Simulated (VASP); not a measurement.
SnSe2:

```
CELL_PARAMETERS angstrom
3.87167 0.00000 0.00000
-1.93584 3.35297 0.00000
0.00000 0.00000 6.69226
ATOMIC_POSITIONS crystal
Sn 0.00000 0.00000 0.00000
Se 0.66667 0.33333 0.76665
Se 0.33333 0.66667 0.23335
```

This cell differs from its parent crystal: strain along c alone, the other axes held: -4.0 %.

| Property | Result |
| --- | --- |
| Program | VASP 6.6.1 |
| Task | relaxation of the atoms |
| Functional | PBE |
| Potentials or basis | VASP PAW PBE potentials, release 64 (Sn_d, Se) |
| Cutoff | 520 eV |
| k mesh | 12 × 12 × 4 |
| Occupations | gaussian, width 0.02 eV |
| Spin | no spin polarisation |

At the start: pressure 1.2 GPa; volume 28.96 Å³/atom.

**Question.** How do energy, volume and symmetry change on relaxing?

**Answer.** Over 3 steps the energy falls by 3.4 meV/atom at a fixed cell; space group P-3m1 (No. 164, to 0.1 Å) before and after.

Step by step:
```
step  energy change (eV)  largest force (eV/Å)  pressure (GPa)
   1              0.0000                0.3092            1.23
   2             -0.0071                0.1698            0.75
   3             -0.0103                0.0061            0.15
```

Final structure:
```cif
data_structure
_symmetry_space_group_name_H-M 'P 1'
_symmetry_Int_Tables_number 1
_cell_length_a 3.8717
_cell_length_b 3.8717
_cell_length_c 6.6923
_cell_angle_alpha 90.000
_cell_angle_beta 90.000
_cell_angle_gamma 120.000
_cell_volume 86.88
loop_
_atom_site_label
_atom_site_type_symbol
_atom_site_fract_x
_atom_site_fract_y
_atom_site_fract_z
_atom_site_occupancy
Sn1 Sn 0.00000 0.00000 0.00000 1
Se1 Se 0.66667 0.33333 0.76154 1
Se2 Se 0.33333 0.66667 0.23846 1
```

Caveat: the cell differs from its parent crystal (strain along c alone, the other axes held: -4.0 %); this functional lacks dispersion, which binds layers or chains, so the pressure and a relaxed spacing across them are unreliable.
